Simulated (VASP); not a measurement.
## Ca: single point with r2SCAN

Ca:

```
Ca
1.0
     3.88327    0.00000    0.00000
    -1.94164    3.36301    0.00000
     0.00000    0.00000    6.38686
Ca
2
Cartesian
  0.0000 2.2420 1.5967
  1.9416 1.1210 4.7901
```

This cell differs from its parent crystal: volume scaled by 0.96.

| Property | Result |
| --- | --- |
| Program | VASP 6.6.1 |
| Task | single point |
| Functional | r2SCAN |
| Potentials or basis | VASP PAW PBE potentials, release 64 (Ca_sv) |
| Cutoff | 520 eV |
| k mesh | 10 × 10 × 6 |
| Occupations | fermi-dirac, width 0.1 eV |
| Spin | no spin polarisation |

| Property | Result |
| --- | --- |
| Pressure | 0.8 GPa |
| Band gap on the k mesh | zero (band 10 reaches 2.30 eV, above the bottom of band 11 at 1.74 eV) |

Levels at points of the mesh, in eV from the Fermi level:
| k point | band 6 | band 7 | band 8 | band 9 | band 10 | band 11 | band 12 | band 13 | band 14 | band 15 |
| --- | --- | --- | --- | --- | --- | --- | --- | --- | --- | --- |
| (0.00, 0.00, 0.00) | -23.82 | -23.82 | -23.81 | -4.37 | -1.04 | -0.37 | 2.62 | 2.65 | 2.65 | 2.99 |
| (0.50, 0.00, 0.00) | -23.87 | -23.84 | -23.84 | -1.15 | -0.81 | 0.27 | 0.49 | 1.52 | 2.14 | 2.56 |
| (0.00, 0.00, 0.50) | -23.83 | -23.83 | -23.83 | -3.29 | -3.29 | 1.59 | 1.59 | 2.64 | 2.64 | 2.64 |
| (0.50, 0.00, 0.50) | -23.86 | -23.85 | -23.85 | -0.68 | -0.68 | 0.04 | 0.04 | 1.68 | 1.68 | 3.26 |

It took 4.3 min on 1 thread of Oxide Virtual Turin-like Processor, with other jobs on the host, peak memory 0.21 GiB.

Caveat: the PAW data sets were made with another functional, which shifts forces and pressure a little.
